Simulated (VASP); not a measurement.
# S in VASP: single point with r2SCAN

Aim: the single point of S with r2SCAN.

Everything below comes from runs of VASP 6.6.1. Logs are shortened: lines on timing, memory, paths and dates and some standing lists are left out, and cuts for length are marked.

## (1) The cell of the first run

The typed cell holds 1 atom: a = 2.742 Å, b = 2.742 Å, c = 3.166 Å, α = 54.73°, β = 54.73°, γ = 70.53°.

## (2) Single point, r2SCAN

File POSCAR:

```
S
1.0
    0.0000000000      2.2386952673      1.5827575540
    2.2386952673      0.0000000000      1.5827575540
    2.2386952673      2.2386952673      0.0000000000
S
1
Direct
    0.0000000000      0.0000000000      0.0000000000
```

File INCAR.step1:

```
PREC = Accurate ; ENCUT = 520
ISMEAR = 0 ; SIGMA = 0.15
LREAL = F ; LASPH = T
NELM = 80 ; NBANDS = 9
GGA = PE ; ALGO = Normal
EDIFF = 1E-4 ; LWAVE = T
LCHARG = F
```

File INCAR.step2:

```
PREC = Accurate ; ENCUT = 520
EDIFF = 1E-6 ; ISMEAR = 0
SIGMA = 0.15 ; LREAL = F
LASPH = T ; NELM = 80
ALGO = Normal ; ISIF = 2
LWAVE = F ; LCHARG = T
METAGGA = R2SCAN ; LMIXTAU = T
LELF = T ; LVHAR = T
NBANDS = 9 ; ISTART = 1
```

File KPOINTS:

```
Automatic mesh
0
Gamma
  22 22 22
```

Potentials or basis: VASP PAW PBE potentials, release 64 (S).

Run with:

```bash
cat potpaw_PBE.64/S/POTCAR > POTCAR
cp INCAR.step1 INCAR
mpirun -np 1 vasp_std > vasp.out
cp INCAR.step2 INCAR
mpirun -np 1 vasp_std > vasp.out
```

OUTCAR:

```text
PREC = Accurate
   ENCUT = 520
   EDIFF = 1E-6
   ISMEAR = 0
   LREAL = F
   LASPH = T
   NELM = 80
   ISIF = 2
   METAGGA = R2SCAN
   ISTART = 1

 ion  position               nearest neighbor table
   1  0.000  0.000  0.000-

  LATTYP: Found a body centered tetragonal cell.
 ALAT       =     3.1659932090
 C/A-ratio  =     0.9998489886

  Lattice vectors:

 A1 = (   0.0000000000,  -2.2386952673,  -1.5827575540)
 A2 = (   0.0000000000,   2.2386952673,  -1.5827575540)
 A3 = (   2.2386952673,   0.0000000000,   1.5827575540)

Analysis of symmetry for initial positions (statically):
=====================================================================
 Subroutine PRICEL returns:
 Original cell was already a primitive cell.

 Routine SETGRP: Setting up the symmetry group for a
 body centered tetragonal supercell.

 Subroutine GETGRP returns: Found 16 space group operations
 (whereof 16 operations were pure point group operations)
 out of a pool of 16 trial point group operations.

The static configuration has the point symmetry D_4h.

Analysis of symmetry for dynamics (positions and initial velocities):
=====================================================================
 Subroutine PRICEL returns:
 Original cell was already a primitive cell.

 Routine SETGRP: Setting up the symmetry group for a
 body centered tetragonal supercell.

 Subroutine GETGRP returns: Found 16 space group operations
 (whereof 16 operations were pure point group operations)
 out of a pool of 16 trial point group operations.

The dynamic configuration has the point symmetry D_4h.

 Subroutine INISYM returns: Found 16 space group operations
 (whereof 16 operations are pure point group operations),
 and found     1 'primitive' translations

----------------------------------------------------------------------------------------

                                     Primitive cell

  volume of cell :      15.8648

  direct lattice vectors                    reciprocal lattice vectors
     0.000000000  2.238695267  1.582757554    -0.223344377  0.223344377  0.315904352
     2.238695267  0.000000000  1.582757554     0.223344377 -0.223344377  0.315904352
     2.238695267  2.238695267  0.000000000     0.223344377  0.223344377 -0.315904352

  length of vectors
     2.741692538  2.741692538  3.165993209     0.446722488  0.446722488  0.446722488

  position of ions in fractional coordinates (direct lattice)
     0.000000000  0.000000000  0.000000000

[... 73 lines left out ...]
   ENCUT  =  520.0 eV  38.22 Ry    6.18 a.u.   5.10  5.10  5.89*2*pi/ulx,y,z
   NELM   =     80;   NELMIN=  2; NELMDL=  0     # of ELM steps
   EDIFF  = 0.1E-05   stopping-criterion for ELM
   LREAL  =      F    real-space projection
   EDIFFG = 0.1E-04   stopping-criterion for IOM
   NSW    =      0    number of steps for IOM
   IBRION =     -1    ionic relax: 0-MD 1-quasi-New 2-CG
   NFREE  =      0    steps in history (QN), initial steepest desc. (CG)
   ISIF   =      2    stress and relaxation
   ISYM   =      2    0-nonsym 1-usesym 2-fastsym
   POTIM  = 0.5000    time-step for ionic-motion
   TEBEG  =    0.0;   TEEND  =   0.0 temperature during run
   PSTRESS=    0.0 pullay stress
   NELECT =       6.0000    total number of electrons
   NUPDOWN=      -1.0000    fix difference up-down
   EMIN   =  10.00;   EMAX   =-10.00  energy-range for DOS
   EFERMI =   0.00;   METHOD = LEGACY
   ISMEAR =     0;   SIGMA  =   0.15  broadening in eV -4-tet -1-fermi 0-gaus
   EFERMI_NEDOS =   21; number of points for ismear=-14 and -15
   IALGO  =     38    algorithm
   IMIX   =      4    mixing-type and parameters
     AMIX     =   0.40;   BMIX     =  1.00
     AMIX_MAG =   1.60;   BMIX_MAG =  1.00
  volume/ion in A,a.u.               =      15.86       107.06
  Fermi-wavevector in a.u.,A,eV,Ry     =   1.183897  2.237240 19.070080  1.401611
  Thomas-Fermi vector in A             =   2.320122
   LORBIT       =      0    0 simple, 1 ext, 2 COOP (PROOUT), +10 PAW based schemes
   METAGGA = R2SCAN    functional components
   LHFCALC =     F    Hartree Fock is set to
   AEXX    =    0.0000 exact exchange contribution
   IVDW    =     0    specifies the selected vdW correction
   LEPSILON=     F    determine dielectric tensor
   LRPA    =     F    only Hartree local field effects (RPA)
 non-spin polarized calculation
 Gauss-broadening in eV      SIGMA  =   0.15
  energy-cutoff  :      520.00
  volume of cell :       15.86
 maximum number of plane-waves:       439
   NGX = 11   NGY = 11   NGZ = 11

 number of electron       5.9999999 magnetization

 Free energy of the ion-electron system (eV)
  ---------------------------------------------------
  ext. energy  EPLUGINS =         0.00000000
  ---------------------------------------------------
  free energy    TOTEN  =        -6.78046765 eV

  energy without entropy =       -6.77310180  energy(sigma->0) =       -6.77678472

 E-fermi :   7.4529     XC(G=0): -11.7661

 val. band max:        7.4408392025   @ k =  -0.4545   0.0909   0.4091
 cond. band min:       7.4691984571   @ k =  -0.2273   0.1818   0.0000
 fundamental gap:      0.0283592546
 Fermi energy:         7.4529328270

 k-point     1 :       0.0000    0.0000    0.0000
  band No.  band energies     occupation
      1     -10.1725      2.00000
      2      10.6763      0.00000
      3      10.6763      0.00000
      4      10.6767      0.00000
      5      20.2083      0.00000
      6      20.2113      0.00000
      7      20.2113      0.00000
      8      23.2681      0.00000
      9      24.3035      0.00000
[... 265 lines left out ...]
 k-point    24 :      -0.4545    0.0455    0.0000
  band No.  band energies     occupation
      1      -5.7732      2.00000
      2       0.1408      2.00000
      3       7.2965      1.85969
      4       9.6769      0.00000
      5      15.9744      0.00000
      6      16.5003      0.00000
      7      24.9856      0.00000
      8      26.3863      0.00000
      9      30.5620      0.00000

 [... further k-points ...]
[... 5 lines left out ...]
  --------------------------------------------------------------------------------------
  -------------------------------------------------------------------------------------
  Total       -0.0535681     -0.0535681     -0.0517093      0.0000000      0.0000000     -0.0000000
  in kB       -5.4098127     -5.4098127     -5.2220942      0.0000000      0.0000000     -0.0000000
  external PRESSURE =      -5.3472399 kB  Pullay stress =       0.0000000 kB

 VOLUME and BASIS-vectors are now :
 -----------------------------------------------------------------------------
  energy-cutoff  :      520.00
  volume of cell :       15.86
      direct lattice vectors                 reciprocal lattice vectors
     0.000000000  2.238695267  1.582757554    -0.223344377  0.223344377  0.315904352
     2.238695267  0.000000000  1.582757554     0.223344377 -0.223344377  0.315904352
     2.238695267  2.238695267  0.000000000     0.223344377  0.223344377 -0.315904352

 POSITION                                       TOTAL-FORCE (eV/Angst)
 -----------------------------------------------------------------------------------
      0.00000      0.00000      0.00000         0.000000      0.000000      0.000000
 -----------------------------------------------------------------------------------
    total drift:                                0.000000      0.000000     -0.000000

  FREE ENERGIE OF THE ION-ELECTRON SYSTEM (eV)
  ---------------------------------------------------
  free  energy   TOTEN  =        -6.7804676503 eV

  energy  without entropy=       -6.7731017983  energy(sigma->0) =       -6.77678472
```

OUTCAR.step1:

```text
PREC = Accurate
   ENCUT = 520
   ISMEAR = 0
   LREAL = F
   LASPH = T
[... 504 lines left out ...]

 POSITION                                       TOTAL-FORCE (eV/Angst)
 -----------------------------------------------------------------------------------
      0.00000      0.00000      0.00000        -0.000000      0.000000     -0.000000
 -----------------------------------------------------------------------------------
    total drift:                                0.000000      0.000000     -0.000000

  FREE ENERGIE OF THE ION-ELECTRON SYSTEM (eV)
  ---------------------------------------------------
  free  energy   TOTEN  =        -3.0061103862 eV

  energy  without entropy=       -2.9980291226  energy(sigma->0) =       -3.00206975
```

OSZICAR.step1:

```text
N       E                     dE             d eps       ncg     rms          rms(c)
DAV:   1     0.777402680741E+01    0.77740E+01   -0.29315E+03 15335   0.557E+02
DAV:   2    -0.277086469173E+01   -0.10545E+02   -0.10150E+02 21913   0.765E+01
DAV:   3    -0.300432992306E+01   -0.23347E+00   -0.23017E+00 17512   0.979E+00
DAV:   4    -0.300500592408E+01   -0.67600E-03   -0.67590E-03 20550   0.604E-01
DAV:   5    -0.300500683204E+01   -0.90796E-06   -0.90791E-06 17656   0.190E-02    0.770E+00
DAV:   6    -0.300505970134E+01   -0.52869E-04   -0.30467E-03 16373   0.318E-01    0.460E+00
DAV:   7    -0.300613569193E+01   -0.10760E-02   -0.49900E-03 15881   0.423E-01    0.117E-01
DAV:   8    -0.300611038625E+01    0.25306E-04   -0.24236E-04 15662   0.882E-02
   1 F= -.30061104E+01 E0= -.30020698E+01  d E =-.808126E-02
```

Wall time 4 min (1 thread of Intel Xeon Platinum 8559C (Emerald Rapids), shared host); peak memory 0.21 GiB.

What came out:

| Quantity | Value |
| --- | --- |
| Free energy | -6.7805 eV |
| Pressure | -0.5 GPa |
| Band gap on the k mesh | zero (band 3 reaches 10.68 eV, above the bottom of band 4 at 3.68 eV) |

Caveat: the PAW data sets were made with another functional, which shifts forces and pressure a little.
